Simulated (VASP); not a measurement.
# MgB2 (P6/mmm) in VASP: a series of runs, part 2 of 2

VASP 6.6.1. Earlier steps stand in the parts before.

### Step 3. Single point, LDA (volume scaled by 0.98)

Input file INCAR:

```
SYSTEM = MgB2
PREC = Accurate
ENCUT = 520
EDIFF = 1E-6
ISMEAR = -1
SIGMA = 0.05
LREAL = .False.
LASPH = .True.
NELM = 60
ALGO = Normal
ISIF = 2
LWAVE = .False.
LCHARG = .True.
LELF = .True.
LVHAR = .True.
NBANDS = 11
```

Input file KPOINTS:

```
Automatic mesh
0
Gamma
  15 15 12
  0 0 0
```

Input file POSCAR:

```
MgB2
1.0
    3.0642953789      0.0000000000      0.0000000000
   -1.5321476895      2.6537576429      0.0000000000
    0.0000000000      0.0000000000      3.4993549923
Mg B
1 2
Direct
    0.0000000000      0.0000000000      0.0000000000
    0.3333333333      0.6666666667      0.5000000000
    0.6666666667      0.3333333333      0.5000000000
```

Potentials or basis: VASP PAW LDA potentials, release 64 (Mg, B).

On the command line:

```bash
$ cat potpaw_LDA.64/Mg/POTCAR potpaw_LDA.64/B/POTCAR > POTCAR
$ mpirun -np 1 vasp_std > vasp.out
```

OUTCAR:

```text
SYSTEM = MgB2
   PREC = Accurate
   ENCUT = 520
   EDIFF = 1E-6
   ISMEAR = -1
   LREAL = .False.
   LASPH = .True.
   NELM = 60
   ISIF = 2

 ion  position               nearest neighbor table
   1  0.000  0.000  0.000-   2 2.49   3 2.49   2 2.49   3 2.49   3 2.49   3 2.49   2 2.49   2 2.49
                             3 2.49   3 2.49   2 2.49   2 2.49
   2  0.333  0.667  0.500-   3 1.77   3 1.77   3 1.77   1 2.49   1 2.49   1 2.49   1 2.49   1 2.49
                             1 2.49
   3  0.667  0.333  0.500-   2 1.77   2 1.77   2 1.77   1 2.49   1 2.49   1 2.49   1 2.49   1 2.49
                             1 2.49

  LATTYP: Found a hexagonal cell.
 ALAT       =     3.0642953789
 C/A-ratio  =     1.1419770484

  Lattice vectors:

 A1 = (   3.0642953789,   0.0000000000,   0.0000000000)
 A2 = (  -1.5321476895,   2.6537576429,   0.0000000000)
 A3 = (   0.0000000000,   0.0000000000,   3.4993549923)

Analysis of symmetry for initial positions (statically):
=====================================================================
 Subroutine PRICEL returns:
 Original cell was already a primitive cell.

 Routine SETGRP: Setting up the symmetry group for a
 hexagonal supercell.

 Subroutine GETGRP returns: Found 24 space group operations
 (whereof 24 operations were pure point group operations)
 out of a pool of 24 trial point group operations.

The static configuration has the point symmetry D_6h.

Analysis of symmetry for dynamics (positions and initial velocities):
=====================================================================
 Subroutine PRICEL returns:
 Original cell was already a primitive cell.

 Routine SETGRP: Setting up the symmetry group for a
 hexagonal supercell.

 Subroutine GETGRP returns: Found 24 space group operations
 (whereof 24 operations were pure point group operations)
 out of a pool of 24 trial point group operations.

The dynamic configuration has the point symmetry D_6h.

 Subroutine INISYM returns: Found 24 space group operations
 (whereof 24 operations are pure point group operations),
 and found     1 'primitive' translations

----------------------------------------------------------------------------------------

                                     Primitive cell

  volume of cell :      28.4564

  direct lattice vectors                    reciprocal lattice vectors
     3.064295379  0.000000000  0.000000000     0.326339297  0.188412081  0.000000000
    -1.532147689  2.653757643  0.000000000     0.000000000  0.376824162  0.000000000
     0.000000000  0.000000000  3.499354992     0.000000000  0.000000000  0.285766949

  length of vectors
     3.064295379  3.064295379  3.499354992     0.376824162  0.376824162  0.285766949

  position of ions in fractional coordinates (direct lattice)
     0.000000000  0.000000000  0.000000000
     0.333333333  0.666666667  0.500000000
     0.666666667  0.333333333  0.500000000

  ion indices of the primitive-cell ions
   primitive index   ion index
                 1           1
                 2           2
                 3           3

----------------------------------------------------------------------------------------

 KPOINTS: Automatic mesh

Automatic generation of k-mesh.
[... 25 lines left out ...]
  0.133333 -0.000000  0.000000      6.000000
  0.200000  0.000000  0.000000      6.000000
  0.266667 -0.000000  0.000000      6.000000
  0.333333 -0.000000  0.000000      6.000000
[... 16 lines left out ...]
  0.333333  0.200000  0.000000     12.000000
  0.400000  0.200000  0.000000      6.000000
 [... further k-points ...]
   k-points           NKPTS =    189   k-points in BZ     NKDIM =    189   number of bands    NBANDS=     11
   number of dos      NEDOS =    301   number of ions     NIONS =      3
   total plane-waves  NPLWV =  16128
   dimension x,y,z NGX =    24 NGY =   24 NGZ =   28
   dimension x,y,z NGXF=    48 NGYF=   48 NGZF=   56
   ions per type =               1   2
   NGX,Y,Z   is equivalent  to a cutoff of  13.02, 13.02, 13.30 a.u.
   NGXF,Y,Z  is equivalent  to a cutoff of  26.04, 26.04, 26.60 a.u.
 SYSTEM =  MgB2
   PREC   = accura    normal or accurate (medium, high low for compatibility)
   ISTART =      0    job   : 0-new  1-cont  2-samecut
   ICHARG =      2    charge: 1-file 2-atom 10-const
   ISPIN  =      1    spin polarized calculation?
   LNONCOLLINEAR =      F non collinear calculations
   LSORBIT =      F    spin-orbit coupling
   LASPH  =      T    aspherical Exc in radial PAW
   ENCUT  =  520.0 eV  38.22 Ry    6.18 a.u.   5.70  5.70  6.51*2*pi/ulx,y,z
   NELM   =     60;   NELMIN=  2; NELMDL= -5     # of ELM steps
   EDIFF  = 0.1E-05   stopping-criterion for ELM
   LREAL  =      F    real-space projection
   EDIFFG = 0.1E-04   stopping-criterion for IOM
   NSW    =      0    number of steps for IOM
   IBRION =     -1    ionic relax: 0-MD 1-quasi-New 2-CG
   NFREE  =      0    steps in history (QN), initial steepest desc. (CG)
   ISIF   =      2    stress and relaxation
   ISYM   =      2    0-nonsym 1-usesym 2-fastsym
   POTIM  = 0.5000    time-step for ionic-motion
   TEBEG  =    0.0;   TEEND  =   0.0 temperature during run
   PSTRESS=    0.0 pullay stress
   NELECT =       8.0000    total number of electrons
   NUPDOWN=      -1.0000    fix difference up-down
   EMIN   =  10.00;   EMAX   =-10.00  energy-range for DOS
   EFERMI =   0.00;   METHOD = LEGACY
   ISMEAR =    -1;   SIGMA  =   0.05  broadening in eV -4-tet -1-fermi 0-gaus
   EFERMI_NEDOS =   21; number of points for ismear=-14 and -15
   IALGO  =     38    algorithm
   IMIX   =      4    mixing-type and parameters
     AMIX     =   0.40;   BMIX     =  1.00
     AMIX_MAG =   1.60;   BMIX_MAG =  1.00
  volume/ion in A,a.u.               =       9.49        64.01
  Fermi-wavevector in a.u.,A,eV,Ry     =   1.072453  2.026642 15.648810  1.150155
  Thomas-Fermi vector in A             =   2.208223
   LORBIT       =      0    0 simple, 1 ext, 2 COOP (PROOUT), +10 PAW based schemes
   GGA     = CA    functional components
   LHFCALC =     F    Hartree Fock is set to
   AEXX    =    0.0000 exact exchange contribution
   IVDW    =     0    specifies the selected vdW correction
   LEPSILON=     F    determine dielectric tensor
   LRPA    =     F    only Hartree local field effects (RPA)
 non-spin polarized calculation
  energy-cutoff  :      520.00
  volume of cell :       28.46
 maximum number of plane-waves:       781
 NGX is ok and might be reduce to    24
   NGX = 11   NGY = 11   NGZ = 13

 number of electron       8.0000000 magnetization

 Free energy of the ion-electron system (eV)
  ---------------------------------------------------
  ext. energy  EPLUGINS =         0.00000000
  ---------------------------------------------------
  free energy    TOTEN  =       -17.27385686 eV

  energy without entropy =      -17.26731890  energy(sigma->0) =      -17.27058788

 E-fermi :   5.3468     XC(G=0): -11.1745

 val. band max:        5.3378274424   @ k =   0.1333  -0.0000   0.3333
 cond. band min:       5.3570176110   @ k =   0.0667  -0.0000   0.0833
 fundamental gap:      0.0191901686
 Fermi energy:         5.3467874232

 k-point     1 :       0.0000    0.0000    0.0000
  band No.  band energies     occupation
      1      -7.0498      2.00000
      2       2.3919      2.00000
      3       5.7261      0.00101
      4       5.7261      0.00101
      5       7.0572      0.00000
      6      11.7126      0.00000
      7      11.7126      0.00000
      8      13.7981      0.00000
      9      15.3514      0.00000
     10      18.1012      0.00000
     11      21.5427      0.00000
[... 309 lines left out ...]
 k-point    24 :       0.4000    0.2000    0.0000
  band No.  band energies     occupation
      1      -2.6427      2.00000
      2      -2.0334      2.00000
      3       0.9261      2.00000
      4       6.1491      0.00000
      5       8.1129      0.00000
      6      11.0684      0.00000
      7      11.3378      0.00000
      8      13.4916      0.00000
      9      14.9315      0.00000
     10      17.2834      0.00000
     11      19.2214      0.00000

 [... further k-points ...]
[... 5 lines left out ...]
  --------------------------------------------------------------------------------------
  -------------------------------------------------------------------------------------
  Total       -1.0245842     -1.0245842     -0.8006319      0.0000000     -0.0000000      0.0000000
  in kB      -57.6870540    -57.6870540    -45.0778934      0.0000000     -0.0000000      0.0000000
  external PRESSURE =     -53.4840005 kB  Pullay stress =       0.0000000 kB

 VOLUME and BASIS-vectors are now :
 -----------------------------------------------------------------------------
  energy-cutoff  :      520.00
  volume of cell :       28.46
      direct lattice vectors                 reciprocal lattice vectors
     3.064295379  0.000000000  0.000000000     0.326339297  0.188412081  0.000000000
    -1.532147689  2.653757643  0.000000000     0.000000000  0.376824162  0.000000000
     0.000000000  0.000000000  3.499354992     0.000000000  0.000000000  0.285766949

 POSITION                                       TOTAL-FORCE (eV/Angst)
 -----------------------------------------------------------------------------------
      0.00000      0.00000      0.00000         0.000000      0.000000      0.000000
     -0.00000      1.76917      1.74968        -0.000000     -0.000000      0.000000
      1.53215      0.88459      1.74968         0.000000      0.000000     -0.000000
 -----------------------------------------------------------------------------------
    total drift:                                0.000000     -0.000000      0.000000

  FREE ENERGIE OF THE ION-ELECTRON SYSTEM (eV)
  ---------------------------------------------------
  free  energy   TOTEN  =       -17.2738568619 eV

  energy  without entropy=      -17.2673188982  energy(sigma->0) =      -17.27058788
```

Wall time 29 s (1 thread of Intel Xeon Platinum 8259CL at 2.50GHz (Skylake/Cascade Lake), shared host); peak memory 0.18 GiB.

Results:

* Free energy: -17.2739 eV
* Pressure: -5.3 GPa
* Band gap on the k mesh: zero (band 4 reaches 7.17 eV, above the bottom of band 5 at 3.32 eV)

Levels at points of the mesh, in eV from the Fermi level:
| k point | band 1 | band 2 | band 3 | band 4 | band 5 | band 6 | band 7 | band 8 | band 9 |
| --- | --- | --- | --- | --- | --- | --- | --- | --- | --- |
| (0.00, 0.00, 0.00) | -12.40 | -2.95 | 0.38 | 0.38 | 1.71 | 6.37 | 6.37 | 8.45 | 10.00 |
| (0.00, 0.00, 0.50) | -11.07 | -7.50 | 0.76 | 0.76 | 6.70 | 6.70 | 8.03 | 10.01 | 10.31 |

Caveat: the cell differs from its parent crystal (volume scaled by 0.98).

### Step 4. Single point, LDA

This run uses another cell than the first one, of 9.68 Å³/atom, 1.064 times its volume.

Input file INCAR:

```
SYSTEM = MgB2
  ALGO = Normal
  EDIFF = 1E-6
  ENCUT = 520
  ISIF = 2
  ISMEAR = -1
  LASPH = .True.
  LCHARG = .False.
  LREAL = .False.
  LWAVE = .False.
  NBANDS = 11
  NELM = 80
  PREC = Accurate
  SIGMA = 0.05
```

Input file KPOINTS:

```
k-points
0
Gamma
  15 15 12
  0 0 0
```

Input file POSCAR:

```
MgB2
1.0
    3.0850007055      0.0000000000      0.0000000000
   -1.5425003528      2.6716889817      0.0000000000
    0.0000000000      0.0000000000      3.5230000000
Mg B
1 2
Direct
    0.0000000000      0.0000000000      0.0000000000
    0.3333333333      0.6666666667      0.5000000000
    0.6666666667      0.3333333333      0.5000000000
```

On the command line:

```bash
$ cat potpaw_LDA.64/Mg/POTCAR potpaw_LDA.64/B/POTCAR > POTCAR
$ mpirun -np 1 vasp_std > vasp.out
```

Wall time 28 s (1 thread of Intel Xeon Platinum 8259CL at 2.50GHz (Skylake/Cascade Lake), shared host); peak memory 0.18 GiB.

Results (log left out):

```
Free energy            : -17.2495 eV
Pressure               : -8.2 GPa
Band gap on the k mesh : zero (band 4 reaches 7.01 eV, above the bottom of band 5 at 3.21 eV)
```

Stress tensor (GPa, compression positive):
```
-9.00  0.00  0.00
 0.00 -9.00  0.00
 0.00  0.00 -6.60
```

Levels at points of the mesh, in eV from the Fermi level:
```csv
k point,band 2,band 3,band 4,band 5,band 6,band 7
"(0.00, 0.00, 0.00)",-2.91,0.37,0.37,1.66,6.28,6.28
"(0.00, 0.00, 0.50)",-7.41,0.74,0.74,6.62,6.62,7.90
```

### Step 5. Single point, LDA (volume scaled by 1.01)

Input file INCAR:

```
SYSTEM = MgB2
PREC = Accurate ; ENCUT = 520
EDIFF = 1E-6 ; ISMEAR = -1
SIGMA = 0.05 ; LREAL = .FALSE.
LASPH = .TRUE. ; NELM = 60
ALGO = Normal ; ISIF = 2
LWAVE = .FALSE. ; LCHARG = .FALSE.
NBANDS = 11
```

Input file KPOINTS:

```
regular mesh
0
G
  15 15 12
  0 0 0
```

Input file POSCAR:

```
MgB2
1.0
    3.0952499526      0.0000000000      0.0000000000
   -1.5476249763      2.6805650900      0.0000000000
    0.0000000000      0.0000000000      3.5347044049
Mg B
1 2
Direct
    0.0000000000      0.0000000000      0.0000000000
    0.3333333333      0.6666666667      0.5000000000
    0.6666666667      0.3333333333      0.5000000000
```

On the command line:

```bash
$ cat potpaw_LDA.64/Mg/POTCAR potpaw_LDA.64/B/POTCAR > POTCAR
$ mpirun -np 1 vasp_std > vasp.out
```

It took 28 s on 1 thread of Intel Xeon Platinum 8259CL at 2.50GHz (Skylake/Cascade Lake), shared host; peak memory 0.18 GiB.

It converged, with:

```yaml
Free_energy: -17.2335 eV
Pressure: -9.5 GPa
Band_gap_on_the_k_mesh: zero (band 4 reaches 6.93 eV, above the bottom of band 5 at 3.16 eV)
```

Stress tensor (GPa, compression positive):
```
-10.51   0.00   0.00
  0.00 -10.51   0.00
  0.00   0.00  -7.56
```

Levels at points of the mesh, in eV from the Fermi level:
| k point | band 1 | band 2 | band 3 | band 4 | band 5 | band 6 | band 7 | band 8 |
| --- | --- | --- | --- | --- | --- | --- | --- | --- |
| (0.00, 0.00, 0.00) | -12.22 | -2.89 | 0.36 | 0.36 | 1.63 | 6.23 | 6.23 | 8.12 |
| (0.00, 0.00, 0.50) | -10.93 | -7.36 | 0.73 | 0.73 | 6.58 | 6.58 | 7.84 | 9.76 |

Caveat: the cell differs from its parent crystal (volume scaled by 1.01).

### Step 6. The runs side by side

```tsv
cell	gap on the mesh (eV)	pressure (GPa)
a = 3.022, b = 3.022, c = 3.451 Å, angles 90.0, 90.0, 120.0°, 3 atoms	none	1.3
a = 3.064, b = 3.064, c = 3.499 Å, angles 90.0, 90.0, 120.0°, 3 atoms	none	-5.3
a = 3.085, b = 3.085, c = 3.523 Å, angles 90.0, 90.0, 120.0°, 3 atoms	none	-8.2
a = 3.095, b = 3.095, c = 3.535 Å, angles 90.0, 90.0, 120.0°, 3 atoms	none	-9.5
```

Alike in all rows: task single point; level LDA; potentials or basis VASP PAW LDA potentials, release 64 (Mg, B); no spin polarisation; k mesh 15 × 15 × 12; cutoff (eV) 520; smearing fermi-dirac 0.05 eV.

Total energies depend on the potentials used, so only differences within one code and one set of settings carry meaning.
